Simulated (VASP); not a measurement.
# CsMgF3 (Pm-3m) in VASP: single point with LDA

Aim: the single point of CsMgF3 with LDA.

All numbers are computed with VASP 6.6.1; they aren't measurements. Logs are shortened: lines on timing, memory, paths and dates and some standing lists are left out, and cuts for length are marked.

## (1) The cell of the first run

Symmetry: Pm-3m, No. 221, cubic system. The conventional cell has a = 4.252 Å, b = 4.252 Å, c = 4.252 Å, α = 90.00°, β = 90.00°, γ = 90.00°. Within 4.0 Å of Cs (site symmetry m-3m) lie 12 F at 3.01 Å and 8 Mg at 3.68 Å. Within 2.8 Å of Mg (site symmetry m-3m) lie 6 F at 2.13 Å. Within 2.8 Å of F (site symmetry 4/mmm) lie 2 Mg at 2.13 Å.

## (2) Single point, LDA

Contents of INCAR:

```
SYSTEM = CsMgF3
  PREC = Accurate
  ENCUT = 520
  EDIFF = 1E-6
  ISMEAR = 0
  SIGMA = 0.01
  LREAL = .FALSE.
  LASPH = .TRUE.
  NELM = 100
  ALGO = Normal
  ISIF = 2
  LWAVE = .FALSE.
  LCHARG = .TRUE.
  GGA = CA
  LELF = .TRUE.
  LVHAR = .TRUE.
  NBANDS = 24
```

Contents of KPOINTS:

```
Automatic mesh
0
G
  4 4 4
  0 0 0
```

Contents of POSCAR:

```
CsMgF3
1.0
    4.2523070000      0.0000000000      0.0000000000
    0.0000000000      4.2523070000      0.0000000000
    0.0000000000      0.0000000000      4.2523070000
Cs Mg F
1 1 3
Direct
    0.0000000000      0.0000000000      0.0000000000
    0.5000000000      0.5000000000      0.5000000000
    0.0000000000      0.5000000000      0.5000000000
    0.5000000000      0.0000000000      0.5000000000
    0.5000000000      0.5000000000      0.0000000000
```

Potentials or basis: VASP PAW LDA potentials, release 64 (Cs_sv, Mg, F).

On the command line:

```sh
cat potpaw_LDA.64/Cs_sv/POTCAR potpaw_LDA.64/Mg/POTCAR potpaw_LDA.64/F/POTCAR > POTCAR
mpirun -np 1 vasp_std > vasp.out
```

OUTCAR:

```text
SYSTEM = CsMgF3
   PREC = Accurate
   ENCUT = 520
   EDIFF = 1E-6
   ISMEAR = 0
   LREAL = .FALSE.
   LASPH = .TRUE.
   NELM = 100
   ISIF = 2
   GGA = CA

 ion  position               nearest neighbor table
   1  0.000  0.000  0.000-
   2  0.500  0.500  0.500-   3 2.13   4 2.13   5 2.13   5 2.13   4 2.13   3 2.13
   3  0.000  0.500  0.500-   2 2.13   2 2.13
   4  0.500  0.000  0.500-   2 2.13   2 2.13
   5  0.500  0.500  0.000-   2 2.13   2 2.13

  LATTYP: Found a simple cubic cell.
 ALAT       =     4.2523070000

  Lattice vectors:

 A1 = (   4.2523070000,   0.0000000000,   0.0000000000)
 A2 = (   0.0000000000,   4.2523070000,   0.0000000000)
 A3 = (   0.0000000000,   0.0000000000,   4.2523070000)

Analysis of symmetry for initial positions (statically):
=====================================================================
 Subroutine PRICEL returns:
 Original cell was already a primitive cell.

 Routine SETGRP: Setting up the symmetry group for a
 simple cubic supercell.

 Subroutine GETGRP returns: Found 48 space group operations
 (whereof 48 operations were pure point group operations)
 out of a pool of 48 trial point group operations.

The static configuration has the point symmetry O_h .

Analysis of symmetry for dynamics (positions and initial velocities):
=====================================================================
 Subroutine PRICEL returns:
 Original cell was already a primitive cell.

 Routine SETGRP: Setting up the symmetry group for a
 simple cubic supercell.

 Subroutine GETGRP returns: Found 48 space group operations
 (whereof 48 operations were pure point group operations)
 out of a pool of 48 trial point group operations.

The dynamic configuration has the point symmetry O_h .

 Subroutine INISYM returns: Found 48 space group operations
 (whereof 48 operations are pure point group operations),
 and found     1 'primitive' translations

----------------------------------------------------------------------------------------

                                     Primitive cell

  volume of cell :      76.8907

  direct lattice vectors                    reciprocal lattice vectors
     4.252307000  0.000000000  0.000000000     0.235166464  0.000000000  0.000000000
     0.000000000  4.252307000  0.000000000     0.000000000  0.235166464  0.000000000
     0.000000000  0.000000000  4.252307000     0.000000000  0.000000000  0.235166464

  length of vectors
     4.252307000  4.252307000  4.252307000     0.235166464  0.235166464  0.235166464

  position of ions in fractional coordinates (direct lattice)
     0.000000000  0.000000000  0.000000000
     0.500000000  0.500000000  0.500000000
     0.000000000  0.500000000  0.500000000
     0.500000000  0.000000000  0.500000000
     0.500000000  0.500000000  0.000000000

  ion indices of the primitive-cell ions
   primitive index   ion index
                 1           1
                 2           2
                 3           3
                 4           4
                 5           5

----------------------------------------------------------------------------------------

 KPOINTS: Automatic mesh

Automatic generation of k-mesh.
 Grid dimensions read from file:
 generate k-points for:    4    4    4

 Generating k-lattice:

  Cartesian coordinates                     Fractional coordinates (reciprocal lattice)
     0.058791616  0.000000000  0.000000000     0.250000000  0.000000000  0.000000000
     0.000000000  0.058791616  0.000000000     0.000000000  0.250000000  0.000000000
     0.000000000  0.000000000  0.058791616     0.000000000  0.000000000  0.250000000

  Length of vectors
     0.058791616  0.058791616  0.058791616

  Shift w.r.t. Gamma in fractional coordinates (k-lattice)
     0.000000000  0.000000000  0.000000000

 Subroutine IBZKPT returns following result:
 ===========================================

 Found     10 irreducible k-points:

 Following reciprocal coordinates:
            Coordinates               Weight
  0.000000  0.000000  0.000000      1.000000
  0.250000  0.000000  0.000000      6.000000
  0.500000  0.000000  0.000000      3.000000
  0.250000  0.250000  0.000000     12.000000
  0.500000  0.250000  0.000000     12.000000
  0.500000  0.500000  0.000000      3.000000
  0.250000  0.250000  0.250000      8.000000
  0.500000  0.250000  0.250000     12.000000
  0.500000  0.500000  0.250000      6.000000
  0.500000  0.500000  0.500000      1.000000
   k-points           NKPTS =     10   k-points in BZ     NKDIM =     10   number of bands    NBANDS=     24
   number of dos      NEDOS =    301   number of ions     NIONS =      5
   total plane-waves  NPLWV =  32768
   dimension x,y,z NGX =    32 NGY =   32 NGZ =   32
   dimension x,y,z NGXF=    64 NGYF=   64 NGZF=   64
   ions per type =               1   1   3
   NGX,Y,Z   is equivalent  to a cutoff of  12.51, 12.51, 12.51 a.u.
   NGXF,Y,Z  is equivalent  to a cutoff of  25.02, 25.02, 25.02 a.u.
 SYSTEM =  CsMgF3
   PREC   = accura    normal or accurate (medium, high low for compatibility)
   ISTART =      0    job   : 0-new  1-cont  2-samecut
   ICHARG =      2    charge: 1-file 2-atom 10-const
   ISPIN  =      1    spin polarized calculation?
   LNONCOLLINEAR =      F non collinear calculations
   LSORBIT =      F    spin-orbit coupling
   LASPH  =      T    aspherical Exc in radial PAW
   ENCUT  =  520.0 eV  38.22 Ry    6.18 a.u.   7.91  7.91  7.91*2*pi/ulx,y,z
   NELM   =    100;   NELMIN=  2; NELMDL= -5     # of ELM steps
   EDIFF  = 0.1E-05   stopping-criterion for ELM
   LREAL  =      F    real-space projection
   EDIFFG = 0.1E-04   stopping-criterion for IOM
   NSW    =      0    number of steps for IOM
   IBRION =     -1    ionic relax: 0-MD 1-quasi-New 2-CG
   NFREE  =      0    steps in history (QN), initial steepest desc. (CG)
   ISIF   =      2    stress and relaxation
   ISYM   =      2    0-nonsym 1-usesym 2-fastsym
   POTIM  = 0.5000    time-step for ionic-motion
   TEBEG  =    0.0;   TEEND  =   0.0 temperature during run
   PSTRESS=    0.0 pullay stress
   NELECT =      32.0000    total number of electrons
   NUPDOWN=      -1.0000    fix difference up-down
   EMIN   =  10.00;   EMAX   =-10.00  energy-range for DOS
   EFERMI =   0.00;   METHOD = LEGACY
   ISMEAR =     0;   SIGMA  =   0.01  broadening in eV -4-tet -1-fermi 0-gaus
   EFERMI_NEDOS =   21; number of points for ismear=-14 and -15
   IALGO  =     38    algorithm
   IMIX   =      4    mixing-type and parameters
     AMIX     =   0.40;   BMIX     =  1.00
     AMIX_MAG =   1.60;   BMIX_MAG =  1.00
  volume/ion in A,a.u.               =      15.38       103.78
  Fermi-wavevector in a.u.,A,eV,Ry     =   1.222269  2.309754 20.326316  1.493942
  Thomas-Fermi vector in A             =   2.357422
   LORBIT       =      0    0 simple, 1 ext, 2 COOP (PROOUT), +10 PAW based schemes
   GGA     = CA    functional components
   LHFCALC =     F    Hartree Fock is set to
   AEXX    =    0.0000 exact exchange contribution
   IVDW    =     0    specifies the selected vdW correction
   LEPSILON=     F    determine dielectric tensor
   LRPA    =     F    only Hartree local field effects (RPA)
 non-spin polarized calculation
 Gauss-broadening in eV      SIGMA  =   0.01
  energy-cutoff  :      520.00
  volume of cell :       76.89
 maximum number of plane-waves:      2103
 NGX is ok and might be reduce to    32
   NGX = 15   NGY = 15   NGZ = 15

 number of electron      31.9999959 magnetization

 Free energy of the ion-electron system (eV)
  ---------------------------------------------------
  ext. energy  EPLUGINS =         0.00000000
  ---------------------------------------------------
  free energy    TOTEN  =       -26.27741717 eV

  energy without entropy =      -26.27741717  energy(sigma->0) =      -26.27741717

 E-fermi :  -1.3450     XC(G=0): -10.1457

 val. band max:       -1.4201052388   @ k =   0.0000   0.0000   0.0000
 cond. band min:       4.9265115521   @ k =   0.0000   0.0000   0.0000
 fundamental gap:      6.3466167910
 Fermi energy:        -1.3449587822

 k-point     1 :       0.0000    0.0000    0.0000
  band No.  band energies     occupation
      1     -21.0183      2.00000
      2     -20.3822      2.00000
      3     -20.3822      2.00000
      4     -17.9411      2.00000
      5      -5.5546      2.00000
      6      -5.5546      2.00000
[... 16 lines left out ...]
     23      11.1908      0.00000
     24      13.5038      0.00000

 k-point     2 :       0.2500    0.0000    0.0000
  band No.  band energies     occupation
      1     -20.9116      2.00000
      2     -20.4456      2.00000
      3     -20.3787      2.00000
      4     -17.9910      2.00000
      5      -5.4426      2.00000
      6      -5.3452      2.00000
[... 16 lines left out ...]
     23      10.9651      0.00000
     24      13.9100      0.00000

 k-point     3 :       0.5000    0.0000    0.0000
  band No.  band energies     occupation
      1     -20.7281      2.00000
      2     -20.5877      2.00000
      3     -20.3763      2.00000
      4     -18.0410      2.00000
      5      -5.3049      2.00000
      6      -5.0586      2.00000
[... 16 lines left out ...]
     23      12.6441      0.00000
     24      13.0818      0.00000
[... 136 lines left out ...]
 k-point     9 :       0.5000    0.5000    0.2500
  band No.  band energies     occupation
      1     -20.5301      2.00000
      2     -20.5220      2.00000
      3     -20.5220      2.00000
      4     -18.0477      2.00000
      5      -5.9677      2.00000
      6      -5.9677      2.00000
[... 16 lines left out ...]
     23      12.7351      0.00000
     24      12.8446      0.00000

 k-point    10 :       0.5000    0.5000    0.5000
  band No.  band energies     occupation
      1     -20.5153      2.00000
      2     -20.5153      2.00000
      3     -20.5153      2.00000
      4     -18.0135      2.00000
      5      -6.1873      2.00000
      6      -6.1873      2.00000
[... 16 lines left out ...]
     23      13.7613      0.00000
     24      13.7613      0.00000

------------------------ aborting loop because EDIFF is reached ----------------------------------------

  FORCE on cell =-STRESS in cart. coord.  units (eV):
  Direction    XX          YY          ZZ          XY          YZ          ZX
  --------------------------------------------------------------------------------------
  -------------------------------------------------------------------------------------
  Total       -3.5087602     -3.5087602     -3.5087602     -0.0000000      0.0000000     -0.0000000
  in kB      -73.1122976    -73.1122976    -73.1122976     -0.0000000      0.0000000     -0.0000000
  external PRESSURE =     -73.1122976 kB  Pullay stress =       0.0000000 kB

 VOLUME and BASIS-vectors are now :
 -----------------------------------------------------------------------------
  energy-cutoff  :      520.00
  volume of cell :       76.89
      direct lattice vectors                 reciprocal lattice vectors
     4.252307000  0.000000000  0.000000000     0.235166464  0.000000000  0.000000000
     0.000000000  4.252307000  0.000000000     0.000000000  0.235166464  0.000000000
     0.000000000  0.000000000  4.252307000     0.000000000  0.000000000  0.235166464

 POSITION                                       TOTAL-FORCE (eV/Angst)
 -----------------------------------------------------------------------------------
      0.00000      0.00000      0.00000         0.000000      0.000000      0.000000
      2.12615      2.12615      2.12615         0.000000      0.000000      0.000000
      0.00000      2.12615      2.12615         0.000000      0.000000      0.000000
      2.12615      0.00000      2.12615         0.000000      0.000000      0.000000
      2.12615      2.12615      0.00000         0.000000      0.000000      0.000000
 -----------------------------------------------------------------------------------
    total drift:                                0.000000     -0.000000     -0.000000

  FREE ENERGIE OF THE ION-ELECTRON SYSTEM (eV)
  ---------------------------------------------------
  free  energy   TOTEN  =       -26.2774171678 eV

  energy  without entropy=      -26.2774171678  energy(sigma->0) =      -26.27741717
```

Wall time 23 s (1 thread of Intel Xeon 8259CL, shared host); peak memory 0.16 GiB.

What came out:

| Item | Value |
| --- | --- |
| Free energy | -26.2774 eV |
| Pressure | -7.3 GPa |
| Band gap on the k mesh | 6.35 eV |

Caveat: the cell stands under tension; spin-orbit coupling is left out, which moves the levels of the heavy elements.
